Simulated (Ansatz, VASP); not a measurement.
Os in VASP and in Ansatz

```
Os
1.0
     2.72892    0.00000    0.00000
    -1.36446    2.36331    0.00000
     0.00000    0.00000    4.31146
Os
2
Direct
  0.33333 0.66667 0.25000
  0.66667 0.33333 0.75000
```

Alike in both runs: functional PBEsol; k mesh 18 × 18 × 10; occupations fermi-dirac, width 0.15 eV; no spin polarisation.

Ansatz relaxed the structure, and its values are those at the end. VASP's run is a single point on that final structure, the one shown.

|  | VASP | Ansatz |
| --- | --- | --- |
| version | VASP 6.6.1 | Ansatz 0.2.0 |
| potentials or method | VASP PAW PBE potentials, release 64 (Os), cutoff 520 eV | scalar-relativistic, plane waves, PAW |
| valence electrons in the cell | 16 | 32 |

```csv
,VASP,Ansatz,Ansatz less VASP
gap on the k mesh at the Fermi level (eV),none,none,-
pressure (GPa),0.5,0.0,-0.48
```

VASP's potentials were made for PBE, not for PBEsol. A gap of «none» marks a metal or a gap that the smearing closes. With one functional, cell and mesh, what is left measures potentials, basis and numerics. VASP's potentials hold 16 valence electrons a cell and Ansatz's 32, so a difference there can come from the potentials and not from the codes.

Neither program's run includes spin-orbit coupling.
